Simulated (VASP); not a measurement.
# MgS (P6/mmm) in VASP: a series of runs

Runs on MgS. Level: PBE. Tasks: single point, relaxation of cell and atoms.

Program: VASP 6.6.1. These are calculated values, not measurements. Logs are shortened: lines on timing, memory, paths and dates and some standing lists are left out, and cuts for length are marked.

### Step 1. The cell of the first run

It takes space group P6/mmm (No. 191, hexagonal). The conventional cell has a = 5.132 Å, b = 5.132 Å, c = 4.442 Å, α = 90.00°, β = 90.00°, γ = 120.00°. Mg (site symmetry 6/mmm) has 2 S at 2.22 Å within 2.9 Å. Within 2.9 Å of S (site symmetry 6/mmm) lie 2 Mg at 2.22 Å.

### Step 2. Single point, PBE

INCAR

```
PREC = Accurate
ENCUT = 520
EDIFF = 1E-7
ISMEAR = 0
SIGMA = 0.1
LREAL = False
LASPH = True
NELM = 60
ALGO = Normal
ISIF = 2
LWAVE = False
LCHARG = False
GGA = PE
NBANDS = 11
```

KPOINTS

```
Automatic mesh
0
Gamma
  6 6 4
```

POSCAR

```
MgS
1.0
    5.1324592340     -0.0000000046      0.0000000000
   -2.5662296130      4.4448400828      0.0000000000
    0.0000000000      0.0000000000      4.4420897421
Mg S
1 1
Direct
    0.0000000000      0.0000000000      1.0431250200
    0.0000000000      0.0000000000      0.5431214500
```

Potentials or basis: VASP PAW PBE potentials, release 64 (Mg, S).

Started as:

```bash
$ cat potpaw_PBE.64/Mg/POTCAR potpaw_PBE.64/S/POTCAR > POTCAR
$ mpirun -np 1 vasp_std > vasp.out
```

OUTCAR:

```text
PREC = Accurate
   ENCUT = 520
   EDIFF = 1E-7
   ISMEAR = 0
   LREAL = False
   LASPH = True
   NELM = 60
   ISIF = 2
   GGA = PE

 ion  position               nearest neighbor table
   1  0.000  0.000  0.043-   2 2.22   2 2.22
   2  0.000  0.000  0.543-   1 2.22   1 2.22

  LATTYP: Found a hexagonal cell.
 ALAT       =     5.1324592340
 C/A-ratio  =     0.8654895323

  Lattice vectors:

 A1 = (   5.1324592340,  -0.0000000046,   0.0000000000)
 A2 = (  -2.5662296130,   4.4448400828,   0.0000000000)
 A3 = (   0.0000000000,   0.0000000000,   4.4420897421)

Analysis of symmetry for initial positions (statically):
=====================================================================
 Subroutine PRICEL returns:
 Original cell was already a primitive cell.

 Routine SETGRP: Setting up the symmetry group for a
 hexagonal supercell.

 Subroutine GETGRP returns: Found 24 space group operations
 (whereof 12 operations were pure point group operations)
 out of a pool of 24 trial point group operations.

The static configuration has the point symmetry C_6v.
 The point group associated with its full space group is D_6h.

Analysis of symmetry for dynamics (positions and initial velocities):
=====================================================================
 Subroutine PRICEL returns:
 Original cell was already a primitive cell.

 Routine SETGRP: Setting up the symmetry group for a
 hexagonal supercell.

 Subroutine GETGRP returns: Found 24 space group operations
 (whereof 12 operations were pure point group operations)
 out of a pool of 24 trial point group operations.

The dynamic configuration has the point symmetry C_6v.
 The point group associated with its full space group is D_6h.

 Subroutine INISYM returns: Found 24 space group operations
 (whereof 12 operations are pure point group operations),
 and found     1 'primitive' translations

----------------------------------------------------------------------------------------

                                     Primitive cell

  volume of cell :     101.3372

  direct lattice vectors                    reciprocal lattice vectors
     5.132459234 -0.000000005  0.000000000     0.194838372  0.112489986  0.000000000
    -2.566229613  4.444840083  0.000000000     0.000000000  0.224979973  0.000000000
     0.000000000  0.000000000  4.442089742     0.000000000  0.000000000  0.225119270

  length of vectors
     5.132459234  5.132459234  4.442089742     0.224979973  0.224979973  0.225119270

  position of ions in fractional coordinates (direct lattice)
     0.000000000  0.000000000  0.043125020
     0.000000000  0.000000000  0.543121450

  ion indices of the primitive-cell ions
   primitive index   ion index
                 1           1
                 2           2

----------------------------------------------------------------------------------------

 KPOINTS: Automatic mesh

Automatic generation of k-mesh.
 Grid dimensions read from file:
 generate k-points for:    6    6    4

 Generating k-lattice:

  Cartesian coordinates                     Fractional coordinates (reciprocal lattice)
     0.032473062  0.018748331  0.000000000     0.166666667 -0.000000000  0.000000000
     0.000000000  0.037496662  0.000000000     0.000000000  0.166666667  0.000000000
     0.000000000  0.000000000  0.056279817     0.000000000  0.000000000  0.250000000

  Length of vectors
     0.037496662  0.037496662  0.056279817

  Shift w.r.t. Gamma in fractional coordinates (k-lattice)
     0.000000000  0.000000000  0.000000000

 Subroutine IBZKPT returns following result:
 ===========================================

 Found     21 irreducible k-points:

 Following reciprocal coordinates:
            Coordinates               Weight
  0.000000  0.000000  0.000000      1.000000
  0.166667  0.000000  0.000000      6.000000
  0.333333  0.000000  0.000000      6.000000
  0.500000 -0.000000  0.000000      3.000000
  0.166667  0.166667  0.000000      6.000000
  0.333333  0.166667  0.000000     12.000000
[... 13 lines left out ...]
  0.333333  0.166667  0.500000     12.000000
  0.333333  0.333333  0.500000      2.000000
   k-points           NKPTS =     21   k-points in BZ     NKDIM =     21   number of bands    NBANDS=     11
   number of dos      NEDOS =    301   number of ions     NIONS =      2
   total plane-waves  NPLWV =  57600
   dimension x,y,z NGX =    40 NGY =   40 NGZ =   36
   dimension x,y,z NGXF=    80 NGYF=   80 NGZF=   72
   ions per type =               1   1
   NGX,Y,Z   is equivalent  to a cutoff of  12.96, 12.96, 13.47 a.u.
   NGXF,Y,Z  is equivalent  to a cutoff of  25.91, 25.91, 26.95 a.u.
 SYSTEM =  unknown system
   PREC   = accura    normal or accurate (medium, high low for compatibility)
   ISTART =      0    job   : 0-new  1-cont  2-samecut
   ICHARG =      2    charge: 1-file 2-atom 10-const
   ISPIN  =      1    spin polarized calculation?
   LNONCOLLINEAR =      F non collinear calculations
   LSORBIT =      F    spin-orbit coupling
   LASPH  =      T    aspherical Exc in radial PAW
   ENCUT  =  520.0 eV  38.22 Ry    6.18 a.u.   9.54  9.54  8.26*2*pi/ulx,y,z
   NELM   =     60;   NELMIN=  2; NELMDL= -5     # of ELM steps
   EDIFF  = 0.1E-06   stopping-criterion for ELM
   LREAL  =      F    real-space projection
   EDIFFG = 0.1E-05   stopping-criterion for IOM
   NSW    =      0    number of steps for IOM
   IBRION =     -1    ionic relax: 0-MD 1-quasi-New 2-CG
   NFREE  =      0    steps in history (QN), initial steepest desc. (CG)
   ISIF   =      2    stress and relaxation
   ISYM   =      2    0-nonsym 1-usesym 2-fastsym
   POTIM  = 0.5000    time-step for ionic-motion
   TEBEG  =    0.0;   TEEND  =   0.0 temperature during run
   PSTRESS=    0.0 pullay stress
   NELECT =       8.0000    total number of electrons
   NUPDOWN=      -1.0000    fix difference up-down
   EMIN   =  10.00;   EMAX   =-10.00  energy-range for DOS
   EFERMI =   0.00;   METHOD = LEGACY
   ISMEAR =     0;   SIGMA  =   0.10  broadening in eV -4-tet -1-fermi 0-gaus
   EFERMI_NEDOS =   21; number of points for ismear=-14 and -15
   IALGO  =     38    algorithm
   IMIX   =      4    mixing-type and parameters
     AMIX     =   0.40;   BMIX     =  1.00
     AMIX_MAG =   1.60;   BMIX_MAG =  1.00
  volume/ion in A,a.u.               =      50.67       341.93
  Fermi-wavevector in a.u.,A,eV,Ry     =   0.702288  1.327132  6.710506  0.493208
  Thomas-Fermi vector in A             =   1.786946
   LORBIT       =      0    0 simple, 1 ext, 2 COOP (PROOUT), +10 PAW based schemes
   GGA     = PE    functional components
   LHFCALC =     F    Hartree Fock is set to
   AEXX    =    0.0000 exact exchange contribution
   IVDW    =     0    specifies the selected vdW correction
   LEPSILON=     F    determine dielectric tensor
   LRPA    =     F    only Hartree local field effects (RPA)
 non-spin polarized calculation
 Gauss-broadening in eV      SIGMA  =   0.10
  energy-cutoff  :      520.00
  volume of cell :      101.34
 maximum number of plane-waves:      2813
 NGX is ok and might be reduce to    40
   NGX = 19   NGY = 19   NGZ = 17

 number of electron       8.0000000 magnetization

 Free energy of the ion-electron system (eV)
  ---------------------------------------------------
  ext. energy  EPLUGINS =         0.00000000
  ---------------------------------------------------
  free energy    TOTEN  =        -6.34225245 eV

  energy without entropy =       -6.34225245  energy(sigma->0) =       -6.34225245

 E-fermi :  -1.7390     XC(G=0):  -5.2987

 val. band max:       -2.2223305998   @ k =   0.0000   0.0000   0.5000
 cond. band min:      -0.5263216759   @ k =   0.0000   0.0000   0.0000
 fundamental gap:      1.6960089239
 Fermi energy:        -1.7390274839

 k-point     1 :       0.0000    0.0000    0.0000
  band No.  band energies     occupation
      1     -12.8382      2.00000
      2      -4.0593      2.00000
      3      -2.4637      2.00000
      4      -2.4637      2.00000
      5      -0.5263      0.00000
      6       4.0858      0.00000
      7       5.4815      0.00000
      8       5.4815      0.00000
      9       6.1036      0.00000
     10       6.1036      0.00000
     11       7.2839      0.00000

 k-point     2 :       0.1667    0.0000    0.0000
  band No.  band energies     occupation
      1     -12.8295      2.00000
      2      -4.0487      2.00000
      3      -2.6632      2.00000
      4      -2.4977      2.00000
      5      -0.2217      0.00000
      6       4.0473      0.00000
      7       4.6697      0.00000
      8       5.4053      0.00000
      9       6.1928      0.00000
     10       6.4907      0.00000
     11       6.7626      0.00000

 k-point     3 :       0.3333    0.0000    0.0000
  band No.  band energies     occupation
      1     -12.8120      2.00000
      2      -4.0272      2.00000
      3      -2.9714      2.00000
      4      -2.5634      2.00000
      5       0.3766      0.00000
      6       3.4306      0.00000
      7       4.0806      0.00000
      8       5.2935      0.00000
      9       6.1926      0.00000
     10       6.8532      0.00000
     11       7.0686      0.00000

 k-point     4 :       0.5000   -0.0000    0.0000
  band No.  band energies     occupation
      1     -12.8032      2.00000
      2      -4.0164      2.00000
      3      -3.0995      2.00000
      4      -2.5953      2.00000
      5       0.7301      0.00000
      6       2.9747      0.00000
      7       3.9067      0.00000
      8       5.2451      0.00000
      9       5.9851      0.00000
     10       7.0038      0.00000
     11       8.2830      0.00000

 k-point     5 :       0.1667    0.1667    0.0000
  band No.  band energies     occupation
      1     -12.8164      2.00000
      2      -4.0326      2.00000
      3      -2.8726      2.00000
      4      -2.5840      2.00000
      5       0.2302      0.00000
      6       3.7674      0.00000
      7       3.9868      0.00000
      8       5.5305      0.00000
      9       6.2705      0.00000
     10       6.3626      0.00000
     11       7.0083      0.00000
[... 169 lines left out ...]
 k-point    18 :       0.5000   -0.0000    0.5000
  band No.  band energies     occupation
      1     -12.5831      2.00000
      2      -5.3799      2.00000
      3      -2.6545      2.00000
      4      -2.3167      2.00000
      5       1.1315      0.00000
      6       2.8861      0.00000
      7       3.3746      0.00000
      8       5.1532      0.00000
      9       6.4724      0.00000
     10       6.5110      0.00000
     11       8.3297      0.00000

 k-point    19 :       0.1667    0.1667    0.5000
  band No.  band energies     occupation
      1     -12.5938      2.00000
      2      -5.4372      2.00000
      3      -2.4837      2.00000
      4      -2.3054      2.00000
      5       1.4242      0.00000
      6       2.8123      0.00000
      7       3.6951      0.00000
      8       4.6341      0.00000
      9       6.3648      0.00000
     10       6.6259      0.00000
     11       8.3385      0.00000

 k-point    20 :       0.3333    0.1667    0.5000
  band No.  band energies     occupation
      1     -12.5831      2.00000
      2      -5.3802      2.00000
      3      -2.6015      2.00000
      4      -2.3783      2.00000
      5       1.2739      0.00000
      6       2.3307      0.00000
      7       3.8124      0.00000
      8       5.4281      0.00000
      9       6.2439      0.00000
     10       6.8157      0.00000
     11       8.3067      0.00000

 k-point    21 :       0.3333    0.3333    0.5000
  band No.  band energies     occupation
      1     -12.5795      2.00000
      2      -5.3611      2.00000
      3      -2.5244      2.00000
      4      -2.5244      2.00000
      5       1.6241      0.00000
      6       1.6241      0.00000
      7       4.0066      0.00000
      8       6.1391      0.00000
      9       6.1391      0.00000
     10       7.7428      0.00000
     11       7.8019      0.00000

------------------------ aborting loop because EDIFF is reached ----------------------------------------

  FORCE on cell =-STRESS in cart. coord.  units (eV):
  Direction    XX          YY          ZZ          XY          YZ          ZX
  --------------------------------------------------------------------------------------
  -------------------------------------------------------------------------------------
  Total        0.2421345      0.2421345      0.0139736      0.0000000     -0.0000000     -0.0000000
  in kB        3.8282324      3.8282324      0.2209277      0.0000000     -0.0000000     -0.0000000
  external PRESSURE =       2.6257975 kB  Pullay stress =       0.0000000 kB

 VOLUME and BASIS-vectors are now :
 -----------------------------------------------------------------------------
  energy-cutoff  :      520.00
  volume of cell :      101.34
      direct lattice vectors                 reciprocal lattice vectors
     5.132459234 -0.000000005  0.000000000     0.194838372  0.112489986  0.000000000
    -2.566229613  4.444840083  0.000000000     0.000000000  0.224979973  0.000000000
     0.000000000  0.000000000  4.442089742     0.000000000  0.000000000  0.225119270

 POSITION                                       TOTAL-FORCE (eV/Angst)
 -----------------------------------------------------------------------------------
      0.00000      0.00000      0.19157         0.000000      0.000000      0.000000
      0.00000      0.00000      2.41259        -0.000000     -0.000000     -0.000000
 -----------------------------------------------------------------------------------
    total drift:                               -0.000000     -0.000000      0.008957

  FREE ENERGIE OF THE ION-ELECTRON SYSTEM (eV)
  ---------------------------------------------------
  free  energy   TOTEN  =        -6.3422524516 eV

  energy  without entropy=       -6.3422524516  energy(sigma->0) =       -6.34225245
```

Wall time 23 s (1 thread of Intel Xeon Platinum 8488C (Sapphire Rapids), shared host); peak memory 0.23 GiB.

Results:

```yaml
Free_energy: -6.3423 eV
Pressure: 0.3 GPa
Band_gap_on_the_k_mesh: 1.70 eV, indirect (least direct gap 1.94 eV)
```

A k mesh can miss the band edges. As with any semilocal functional, this PBE gap is likely too small.

### Step 3. Single point, PBE

This run uses another cell than the first one, of 82.24 Å³/atom, 1.623 times its volume.

INCAR

```
SYSTEM = MgS
PREC = Accurate
ENCUT = 520
EDIFF = 1E-6
ISMEAR = 0
SIGMA = 0.02
LREAL = .FALSE.
LASPH = .TRUE.
NELM = 60
ALGO = Normal
ISIF = 2
LWAVE = .FALSE.
LCHARG = .FALSE.
GGA = PE
NBANDS = 11
```

KPOINTS

```
Automatic mesh
0
G
  6 6 6
  0 0 0
```

POSCAR

```
MgS
1.0
    6.5286410550      0.0000000000      0.0000000000
   -3.2643205275      5.6539690059      0.0000000000
    0.0000000000      0.0000000000      4.4559373458
Mg S
1 1
Direct
    0.0000000000      0.0000000000      0.0000000000
    0.0000000000      0.0000000000      0.5000000000
```

Potentials or basis: VASP PAW PBE potentials, release 64 (Mg, S).

Started as:

```bash
$ cat potpaw_PBE.64/Mg/POTCAR potpaw_PBE.64/S/POTCAR > POTCAR
$ mpirun -np 1 vasp_std > vasp.out
```

OUTCAR:

```text
SYSTEM = MgS
   PREC = Accurate
   ENCUT = 520
   EDIFF = 1E-6
   ISMEAR = 0
   LREAL = .FALSE.
   LASPH = .TRUE.
   NELM = 60
   ISIF = 2
   GGA = PE

 ion  position               nearest neighbor table
   1  0.000  0.000  0.000-   2 2.23   2 2.23
   2  0.000  0.000  0.500-   1 2.23   1 2.23

  LATTYP: Found a hexagonal cell.
 ALAT       =     6.5286410550
 C/A-ratio  =     0.6825214173

  Lattice vectors:

 A1 = (   6.5286410550,   0.0000000000,   0.0000000000)
 A2 = (  -3.2643205275,   5.6539690059,   0.0000000000)
 A3 = (   0.0000000000,   0.0000000000,   4.4559373458)

Analysis of symmetry for initial positions (statically):
=====================================================================
 Subroutine PRICEL returns:
 Original cell was already a primitive cell.

 Routine SETGRP: Setting up the symmetry group for a
 hexagonal supercell.

 Subroutine GETGRP returns: Found 24 space group operations
 (whereof 24 operations were pure point group operations)
 out of a pool of 24 trial point group operations.

The static configuration has the point symmetry D_6h.
[... 171 lines left out ...]
      1     -14.0461      2.00000
      2      -5.2640      2.00000
      3      -3.9456      2.00000
      4      -3.9456      2.00000
      5      -1.2081      0.00000
      6       2.0433      0.00000
      7       3.2984      0.00000
      8       3.2985      0.00000
      9       3.5969      0.00000
     10       3.5969      0.00000
     11       4.7503      0.00000
[... 309 lines left out ...]
 k-point    24 :       0.3333    0.0000    0.5000
  band No.  band energies     occupation
      1     -13.8289      2.00000
      2      -6.6270      2.00000
      3      -3.7003      2.00000
      4      -3.6608      2.00000
      5       0.6410      0.00000
      6       1.2034      0.00000
      7       1.8563      0.00000
      8       2.9537      0.00000
      9       4.2912      0.00000
     10       4.4931      0.00000
     11       5.8195      0.00000

 [... further k-points ...]

------------------------ aborting loop because EDIFF is reached ----------------------------------------

  FORCE on cell =-STRESS in cart. coord.  units (eV):
  Direction    XX          YY          ZZ          XY          YZ          ZX
  --------------------------------------------------------------------------------------
  -------------------------------------------------------------------------------------
  Total        0.0157131      0.0157131     -0.0321910      0.0000000      0.0000000      0.0000000
  in kB        0.1530582      0.1530582     -0.3135668      0.0000000      0.0000000      0.0000000
  external PRESSURE =      -0.0024834 kB  Pullay stress =       0.0000000 kB

 VOLUME and BASIS-vectors are now :
 -----------------------------------------------------------------------------
  energy-cutoff  :      520.00
  volume of cell :      164.48
      direct lattice vectors                 reciprocal lattice vectors
     6.528641055  0.000000000  0.000000000     0.153171233  0.088433453  0.000000000
    -3.264320527  5.653969006  0.000000000     0.000000000  0.176866905  0.000000000
     0.000000000  0.000000000  4.455937346     0.000000000  0.000000000  0.224419673

 POSITION                                       TOTAL-FORCE (eV/Angst)
 -----------------------------------------------------------------------------------
      0.00000      0.00000      0.00000         0.000000      0.000000      0.000000
      0.00000      0.00000      2.22797        -0.000000      0.000000      0.000000
 -----------------------------------------------------------------------------------
    total drift:                               -0.000000      0.000000     -0.000000

  FREE ENERGIE OF THE ION-ELECTRON SYSTEM (eV)
  ---------------------------------------------------
  free  energy   TOTEN  =        -6.3960014510 eV

  energy  without entropy=       -6.3960014510  energy(sigma->0) =       -6.39600145
```

It took 45 s on 1 thread of Intel Xeon Platinum 8488C (Sapphire Rapids), shared host; peak memory 0.31 GiB.

What came out:

* Free energy: -6.3960 eV
* Pressure: 0.0 GPa
* Band gap on the k mesh: 2.44 eV, indirect (least direct gap 2.74 eV)

A k mesh can miss the band edges. PBE gaps usually lie below the measured ones, often by a third to a half.

(Continued in part 2 of 2.)
